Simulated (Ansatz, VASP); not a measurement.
## Sn in VASP and in Ansatz

POSCAR

```
Sn
1.0
   -2.0291894110      2.0291894110      1.6607599896
    2.0291894110     -2.0291894110      1.6607599896
    2.0291894110      2.0291894110     -1.6607599896
Sn
1
Direct
    0.0000000000      0.0000000000      0.0000000000
```

File INCAR.step1:

```
ALGO = Normal
EDIFF = 1E-5
ENCUT = 520
GGA = PE
ISIF = 2
ISMEAR = -1
LASPH = T
LCHARG = F
LREAL = F
LWAVE = T
NBANDS = 13
NELM = 60
PREC = Accurate
SIGMA = 0.05
```

File INCAR.step2:

```
ALGO = Normal
EDIFF = 1E-6
ENCUT = 520
GGA = PE
HFSCREEN = 0.2079
ISIF = 2
ISMEAR = -1
ISTART = 1
LASPH = T
LCHARG = F
LHFCALC = T
LREAL = F
LWAVE = F
NBANDS = 13
NELM = 60
PREC = Accurate
PRECFOCK = Normal
SIGMA = 0.05
```

KPOINTS

```
k-points
0
Gamma
  5 5 5
```

The input input:

```
crystal:
  lattice:
    - [-2.029189411, 2.029189411, 1.6607599896]
    - [2.029189411, -2.029189411, 1.6607599896]
    - [2.029189411, 2.029189411, -1.6607599896]
  atoms:
    - { symbol: Sn, position: [0.0, 0.0, 0.0] }
hamiltonian:
  xc: hse06
  pseudopotentials: { kind: paw }
kpoints:
  mp_grid: { grid: [5, 5, 5] }
  band_path:
    path:
      - [[0.0, 0.0, 0.0], [0.0, 0.0, 0.5], [-0.5, 0.5, 0.5], [0.0, 0.0, 0.0], [0.4174590337, 0.4174590337, -0.4174590337], [0.25, 0.25, 0.25], [0.0, 0.5, 0.0], [-0.4174590337, 0.5825409663, 0.4174590337], [-0.5, 0.5, 0.5]]
      - [[0.0, 0.0, 0.5], [0.25, 0.25, 0.25]]
    npoints: 4
scf:
  occupations: { method: fermi_dirac, width: 0.05 }
  n_extra_bands: 6
output:
  forces: true
  stress: true
  eigenvalues: true
  fatbands: false
```

Alike in both runs: functional HSE06; k mesh 5 × 5 × 5; occupations fermi-dirac, width 0.05 eV; no spin polarisation.

```csv
,VASP,Ansatz
version,VASP 6.6.1,Ansatz 0.2.0
potentials or method,"VASP PAW PBE potentials, release 64 (Sn_d)",Ansatz PAW
plane-wave cutoff (eV),520,420
valence electrons in the cell,14,14
task,single point,band structure
```

|  | VASP | Ansatz | Ansatz less VASP |
| --- | --- | --- | --- |
| gap on the k mesh at the Fermi level (eV) | none | none | - |
| pressure (GPa) | 0.4 | 0.5 | +0.06 |
| traceless stress, the component that is largest in VASP (GPa) | 0.10 | 0.11 | +0.001 |

A gap of «none» marks a metal or a gap that the smearing closes.

The k mesh is coarse, so the values compare programs but aren't converged.
